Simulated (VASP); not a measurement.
# CdTe (F-43m) in VASP: a series of runs

CdTe is run at these levels: PBE; tasks: single point.

Program: VASP 6.6.1. These are calculated values, not measurements. Logs are shortened: lines on timing, memory, paths and dates and some standing lists are left out, and cuts for length are marked.

### Step 1. The cell of the first run

It takes space group F-43m (No. 216, cubic). Conventional cell: a = 5.755 Å, b = 5.755 Å, c = 5.755 Å, α = 90.00°, β = 90.00°, γ = 90.00°. Cd (site symmetry -43m) has 4 Te at 2.49 Å within 3.3 Å. Within 3.3 Å of Te (site symmetry -43m) lie 4 Cd at 2.49 Å.

### Step 2. Single point, PBE

INCAR reads:

```
SYSTEM = CdTe
ALGO = Normal ; EDIFF = 1E-6
ENCUT = 520 ; GGA = PE
ISIF = 2 ; ISMEAR = 0
LASPH = .TRUE. ; LCHARG = .FALSE.
LREAL = .FALSE. ; LWAVE = .FALSE.
NBANDS = 16 ; NELM = 100
PREC = Accurate ; SIGMA = 0.02
```

KPOINTS reads:

```
k-points
0
G
  10 10 10
  0 0 0
```

POSCAR reads:

```
CdTe
1.0
    0.0000000000      2.8776554463      2.8776554463
    2.8776554463      0.0000000000      2.8776554463
    2.8776554463      2.8776554463      0.0000000000
Cd Te
1 1
Direct
    0.0000000000      0.0000000000      0.0000000000
    0.2500000000      0.2500000000      0.2500000000
```

Potentials or basis: VASP PAW PBE potentials, release 64 (Cd, Te).

Started as:

```
cat potpaw_PBE.64/Cd/POTCAR potpaw_PBE.64/Te/POTCAR > POTCAR
mpirun -np 1 vasp_std > vasp.out
```

OUTCAR:

```text
SYSTEM = CdTe
   EDIFF = 1E-6
   ENCUT = 520
   GGA = PE
   ISIF = 2
   ISMEAR = 0
   LASPH = .TRUE.
   LREAL = .FALSE.
   NELM = 100
   PREC = Accurate

 ion  position               nearest neighbor table
   1  0.000  0.000  0.000-   2 2.49   2 2.49   2 2.49   2 2.49
   2  0.250  0.250  0.250-   1 2.49   1 2.49   1 2.49   1 2.49

  LATTYP: Found a face centered cubic cell.
 ALAT       =     5.7553108926

  Lattice vectors:

 A1 = (   0.0000000000,   2.8776554463,   2.8776554463)
 A2 = (   2.8776554463,   0.0000000000,   2.8776554463)
 A3 = (   2.8776554463,   2.8776554463,   0.0000000000)

Analysis of symmetry for initial positions (statically):
=====================================================================
 Subroutine PRICEL returns:
 Original cell was already a primitive cell.

 Routine SETGRP: Setting up the symmetry group for a
 face centered cubic supercell.

 Subroutine GETGRP returns: Found 24 space group operations
 (whereof 24 operations were pure point group operations)
 out of a pool of 48 trial point group operations.

The static configuration has the point symmetry T_d .

Analysis of symmetry for dynamics (positions and initial velocities):
=====================================================================
 Subroutine PRICEL returns:
 Original cell was already a primitive cell.

 Routine SETGRP: Setting up the symmetry group for a
 face centered cubic supercell.

 Subroutine GETGRP returns: Found 24 space group operations
 (whereof 24 operations were pure point group operations)
 out of a pool of 48 trial point group operations.

The dynamic configuration has the point symmetry T_d .

 Subroutine INISYM returns: Found 24 space group operations
 (whereof 24 operations are pure point group operations),
 and found     1 'primitive' translations

----------------------------------------------------------------------------------------

                                     Primitive cell

  volume of cell :      47.6592

  direct lattice vectors                    reciprocal lattice vectors
     0.000000000  2.877655446  2.877655446    -0.173752560  0.173752560  0.173752560
     2.877655446  0.000000000  2.877655446     0.173752560 -0.173752560  0.173752560
     2.877655446  2.877655446  0.000000000     0.173752560  0.173752560 -0.173752560

  length of vectors
     4.069619360  4.069619360  4.069619360     0.300948262  0.300948262  0.300948262

  position of ions in fractional coordinates (direct lattice)
     0.000000000  0.000000000  0.000000000
     0.250000000  0.250000000  0.250000000

  ion indices of the primitive-cell ions
   primitive index   ion index
                 1           1
                 2           2

----------------------------------------------------------------------------------------

 KPOINTS: k-points

Automatic generation of k-mesh.
 Grid dimensions read from file:
 generate k-points for:   10   10   10

 Generating k-lattice:

  Cartesian coordinates                     Fractional coordinates (reciprocal lattice)
    -0.017375256  0.017375256  0.017375256     0.100000000  0.000000000  0.000000000
     0.017375256 -0.017375256  0.017375256     0.000000000  0.100000000  0.000000000
     0.017375256  0.017375256 -0.017375256     0.000000000  0.000000000  0.100000000

  Length of vectors
     0.030094826  0.030094826  0.030094826

  Shift w.r.t. Gamma in fractional coordinates (k-lattice)
     0.000000000  0.000000000  0.000000000

 Subroutine IBZKPT returns following result:
 ===========================================

 Found     47 irreducible k-points:

 Following reciprocal coordinates:
            Coordinates               Weight
  0.000000  0.000000  0.000000      1.000000
  0.100000  0.000000  0.000000      8.000000
  0.200000  0.000000  0.000000      8.000000
  0.300000  0.000000  0.000000      8.000000
  0.400000  0.000000  0.000000      8.000000
  0.500000  0.000000  0.000000      4.000000
[... 16 lines left out ...]
  0.300000  0.300000  0.000000      6.000000
  0.400000  0.300000  0.000000     24.000000
 [... further k-points ...]
   k-points           NKPTS =     47   k-points in BZ     NKDIM =     47   number of bands    NBANDS=     16
   number of dos      NEDOS =    301   number of ions     NIONS =      2
   total plane-waves  NPLWV =  27000
   dimension x,y,z NGX =    30 NGY =   30 NGZ =   30
   dimension x,y,z NGXF=    60 NGYF=   60 NGZF=   60
   ions per type =               1   1
   NGX,Y,Z   is equivalent  to a cutoff of  12.26, 12.26, 12.26 a.u.
   NGXF,Y,Z  is equivalent  to a cutoff of  24.51, 24.51, 24.51 a.u.
 SYSTEM =  CdTe
   PREC   = accura    normal or accurate (medium, high low for compatibility)
   ISTART =      0    job   : 0-new  1-cont  2-samecut
   ICHARG =      2    charge: 1-file 2-atom 10-const
   ISPIN  =      1    spin polarized calculation?
   LNONCOLLINEAR =      F non collinear calculations
   LSORBIT =      F    spin-orbit coupling
   LASPH  =      T    aspherical Exc in radial PAW
   ENCUT  =  520.0 eV  38.22 Ry    6.18 a.u.   7.57  7.57  7.57*2*pi/ulx,y,z
   NELM   =    100;   NELMIN=  2; NELMDL= -5     # of ELM steps
   EDIFF  = 0.1E-05   stopping-criterion for ELM
   LREAL  =      F    real-space projection
   EDIFFG = 0.1E-04   stopping-criterion for IOM
   NSW    =      0    number of steps for IOM
   IBRION =     -1    ionic relax: 0-MD 1-quasi-New 2-CG
   NFREE  =      0    steps in history (QN), initial steepest desc. (CG)
   ISIF   =      2    stress and relaxation
   ISYM   =      2    0-nonsym 1-usesym 2-fastsym
   POTIM  = 0.5000    time-step for ionic-motion
   TEBEG  =    0.0;   TEEND  =   0.0 temperature during run
   PSTRESS=    0.0 pullay stress
   NELECT =      18.0000    total number of electrons
   NUPDOWN=      -1.0000    fix difference up-down
   EMIN   =  10.00;   EMAX   =-10.00  energy-range for DOS
   EFERMI =   0.00;   METHOD = LEGACY
   ISMEAR =     0;   SIGMA  =   0.02  broadening in eV -4-tet -1-fermi 0-gaus
   EFERMI_NEDOS =   21; number of points for ismear=-14 and -15
   IALGO  =     38    algorithm
   IMIX   =      4    mixing-type and parameters
     AMIX     =   0.40;   BMIX     =  1.00
     AMIX_MAG =   1.60;   BMIX_MAG =  1.00
  volume/ion in A,a.u.               =      23.83       160.81
  Fermi-wavevector in a.u.,A,eV,Ry     =   1.183360  2.236226 19.052794  1.400341
  Thomas-Fermi vector in A             =   2.319596
   LORBIT       =      0    0 simple, 1 ext, 2 COOP (PROOUT), +10 PAW based schemes
   GGA     = PE    functional components
   LHFCALC =     F    Hartree Fock is set to
   AEXX    =    0.0000 exact exchange contribution
   IVDW    =     0    specifies the selected vdW correction
   LEPSILON=     F    determine dielectric tensor
   LRPA    =     F    only Hartree local field effects (RPA)
 non-spin polarized calculation
 Gauss-broadening in eV      SIGMA  =   0.02
  energy-cutoff  :      520.00
  volume of cell :       47.66
 maximum number of plane-waves:      1307
   NGX = 15   NGY = 15   NGZ = 15

 number of electron      18.0000008 magnetization

 Free energy of the ion-electron system (eV)
  ---------------------------------------------------
  ext. energy  EPLUGINS =         0.00000000
  ---------------------------------------------------
  free energy    TOTEN  =        -2.69973152 eV

  energy without entropy =       -2.69973152  energy(sigma->0) =       -2.69973152

 E-fermi :   6.6135     XC(G=0): -10.2698

 val. band max:        6.4693640490   @ k =   0.0000   0.0000   0.0000
 cond. band min:       8.0268754108   @ k =   0.5000   0.5000   0.0000
 fundamental gap:      1.5575113618
 Fermi energy:         6.6135139438

 k-point     1 :       0.0000    0.0000    0.0000
  band No.  band energies     occupation
      1      -7.5163      2.00000
      2      -3.8602      2.00000
      3      -3.8602      2.00000
      4      -3.8602      2.00000
      5      -3.2396      2.00000
      6      -3.2396      2.00000
[... 8 lines left out ...]
     15      16.3014      0.00000
     16      16.3015      0.00000

 k-point     2 :       0.1000    0.0000    0.0000
  band No.  band energies     occupation
      1      -7.4399      2.00000
      2      -3.8425      2.00000
      3      -3.8425      2.00000
      4      -3.8291      2.00000
      5      -3.2426      2.00000
      6      -3.2426      2.00000
[... 8 lines left out ...]
     15      15.2604      0.00000
     16      15.2604      0.00000

 k-point     3 :       0.2000    0.0000    0.0000
  band No.  band energies     occupation
      1      -7.2365      2.00000
      2      -3.7987      2.00000
      3      -3.7987      2.00000
      4      -3.7060      2.00000
      5      -3.2467      2.00000
      6      -3.2467      2.00000
[... 8 lines left out ...]
     15      14.7993      0.00000
     16      14.7993      0.00000

 k-point     4 :       0.3000    0.0000    0.0000
  band No.  band energies     occupation
      1      -6.9823      2.00000
      2      -3.7517      2.00000
      3      -3.7517      2.00000
      4      -3.4142      2.00000
      5      -3.2418      2.00000
      6      -3.2418      2.00000
[... 8 lines left out ...]
     15      15.2470      0.00000
     16      15.2470      0.00000
[... 324 lines left out ...]
 k-point    22 :      -0.2000    0.2000    0.0000
  band No.  band energies     occupation
      1      -6.8974      2.00000
      2      -3.7238      2.00000
      3      -3.7092      2.00000
      4      -3.4201      2.00000
      5      -3.2770      2.00000
      6      -3.1455      2.00000
[... 8 lines left out ...]
     15      16.8616      0.00000
     16      17.5996      0.00000

 k-point    23 :       0.3000    0.3000    0.0000
  band No.  band energies     occupation
      1      -6.8106      2.00000
      2      -3.6492      2.00000
      3      -3.6045      2.00000
      4      -3.6045      2.00000
      5      -3.1957      2.00000
      6      -3.1347      2.00000
[... 8 lines left out ...]
     15      17.0531      0.00000
     16      19.3661      0.00000

 k-point    24 :       0.4000    0.3000    0.0000
  band No.  band energies     occupation
      1      -6.6566      2.00000
      2      -3.6434      2.00000
      3      -3.5508      2.00000
      4      -3.5095      2.00000
      5      -3.1898      2.00000
      6      -2.8720      2.00000
[... 8 lines left out ...]
     15      17.6477      0.00000
     16      19.0886      0.00000

 [... further k-points ...]

------------------------ aborting loop because EDIFF is reached ----------------------------------------

  FORCE on cell =-STRESS in cart. coord.  units (eV):
  Direction    XX          YY          ZZ          XY          YZ          ZX
  --------------------------------------------------------------------------------------
  -------------------------------------------------------------------------------------
  Total       12.0525268     12.0525268     12.0525268      0.0000000     -0.0000000     -0.0000000
  in kB      405.1746951    405.1746951    405.1746951      0.0000000     -0.0000000     -0.0000000
  external PRESSURE =     405.1746951 kB  Pullay stress =       0.0000000 kB

 VOLUME and BASIS-vectors are now :
 -----------------------------------------------------------------------------
  energy-cutoff  :      520.00
  volume of cell :       47.66
      direct lattice vectors                 reciprocal lattice vectors
     0.000000000  2.877655446  2.877655446    -0.173752560  0.173752560  0.173752560
     2.877655446  0.000000000  2.877655446     0.173752560 -0.173752560  0.173752560
     2.877655446  2.877655446  0.000000000     0.173752560  0.173752560 -0.173752560

 POSITION                                       TOTAL-FORCE (eV/Angst)
 -----------------------------------------------------------------------------------
      0.00000      0.00000      0.00000        -0.000000     -0.000000     -0.000000
      1.43883      1.43883      1.43883         0.000000      0.000000      0.000000
 -----------------------------------------------------------------------------------
    total drift:                               -0.000000     -0.000000     -0.000000

  FREE ENERGIE OF THE ION-ELECTRON SYSTEM (eV)
  ---------------------------------------------------
  free  energy   TOTEN  =        -2.6997315179 eV

  energy  without entropy=       -2.6997315179  energy(sigma->0) =       -2.69973152
```

Run time: 14 s. Hardware: 1 thread of Intel Xeon 6975P-C (Granite Rapids), shared host; peak memory 0.19 GiB.

Results:

| Quantity | Value |
| --- | --- |
| Free energy | -2.6997 eV |
| Pressure | 40.5 GPa |
| Band gap on the k mesh | 1.56 eV, indirect (least direct gap 1.87 eV) |

Caveat: spin-orbit coupling is left out, which moves the levels of the heavy elements. A k mesh can miss the band edges.

[end of part 1 of 3]
